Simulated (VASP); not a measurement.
Wanted: the native input for a VASP 6.6.1 run.

```yaml
Task: single point
Functional: PBE
Potentials_or_basis: VASP PAW PBE potentials, release 64 (Mn_pv, O)
Cutoff: 520 eV
k_mesh: 10 × 10 × 10
Occupations: fermi-dirac, width 0.05 eV
Spin: collinear spin, ferromagnetic start
Starting_moments: "[4.0, 0.0] μB"
Dipole_correction: no
Further_INCAR_settings: ALGO = Normal; EDIFF = 1e-06; NBANDS = 20
```

The structure of MnO lies in POSCAR:

```
MnO
1.0
    2.6178348084      0.0000000000      0.0000000000
    0.0000000000      2.6178348084      0.0000000000
    0.0000000000      0.0000000000      2.6178348084
Mn O
1 1
Direct
    0.0000000000      0.0000000000      0.0000000000
    0.5000000000      0.5000000000      0.5000000000
```

The input as run:

INCAR

```
SYSTEM = MnO
PREC = Accurate
ENCUT = 520
EDIFF = 1E-6
ISMEAR = -1
SIGMA = 0.05
LREAL = .FALSE.
LASPH = .TRUE.
NELM = 150
ALGO = Normal
ISIF = 2
LWAVE = .FALSE.
LCHARG = .FALSE.
ISPIN = 2
MAGMOM = 4 0
LORBIT = 11
LMAXMIX = 4
GGA = PE
NBANDS = 20
```

KPOINTS

```
Automatic mesh
0
G
  10 10 10
  0 0 0
```

Potentials or basis: VASP PAW PBE potentials, release 64 (Mn_pv, O).

Run with:

```sh
$ cat potpaw_PBE.64/Mn_pv/POTCAR potpaw_PBE.64/O/POTCAR > POTCAR
$ mpirun -np 1 vasp_std > vasp.out
```

Results of the run:

The pressure is 9.0 GPa. The net moment is 3.62 μB per cell, the site moments are Mn +3.43; O +0.05 μB and the valence electrons inside the program's atomic spheres are Mn 11.55; O 4.96.

Caveat: a cell with one magnetic atom can't hold antiferromagnetic order, which such compounds often take.

It took 20 s on 1 thread of Intel(R) Xeon(R) Platinum 8559C (Emerald Rapids), on a shared host, peak memory 0.14 GiB.
